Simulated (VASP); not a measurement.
Set up this calculation in VASP 6.6.1, as the native input.

```yaml
Task: single point
Functional: PBEsol
Potentials_or_basis: VASP PAW PBE potentials, release 64 (Cd, F)
Cutoff: 520 eV
k_mesh: 8 × 8 × 8
Occupations: gaussian, width 0.05 eV
Spin: no spin polarisation
Dipole_correction: no
Further_INCAR_settings: ALGO = Normal; EDIFF = 1e-06; NBANDS = 20
```

The structure of CdF2 lies in POSCAR:

```
CdF2
1.0
    0.0000000000      2.6210613514      2.8399199742
    2.6210613514      0.0000000000      2.8399199742
    2.6210613514      2.6210613514      0.0000000000
Cd F
1 2
Direct
    0.0000000000      0.0000000000      0.0000000000
    0.2500000000      0.2500000000      0.2500000000
    0.7500000000      0.7500000000      0.7500000000
```

One way to write it, as run:

INCAR

```
SYSTEM = CdF2
  ALGO = Normal
  EDIFF = 1E-6
  ENCUT = 520
  GGA = PS
  ISIF = 2
  ISMEAR = 0
  LASPH = .TRUE.
  LCHARG = .FALSE.
  LREAL = .FALSE.
  LWAVE = .FALSE.
  NBANDS = 20
  NELM = 100
  PREC = Accurate
  SIGMA = 0.05
```

KPOINTS

```
k-points
0
G
  8 8 8
  0 0 0
```

Potentials or basis: VASP PAW PBE potentials, release 64 (Cd, F).

Launch:

```console
$ cat potpaw_PBE.64/Cd/POTCAR potpaw_PBE.64/F/POTCAR > POTCAR
$ mpirun -np 1 vasp_std > vasp.out
```

Results of the run:

| Item | Value |
| --- | --- |
| Pressure | 0.7 GPa |
| Band gap on the k mesh | 2.75 eV (least direct gap 3.20 eV) |

Caveat: the PAW data sets were made with another functional, which shifts forces and pressure a little.

Run time: 28 s on 1 thread of Intel(R) Xeon(R) Platinum 8488C (Sapphire Rapids) (shared host), peak memory 0.19 GiB.
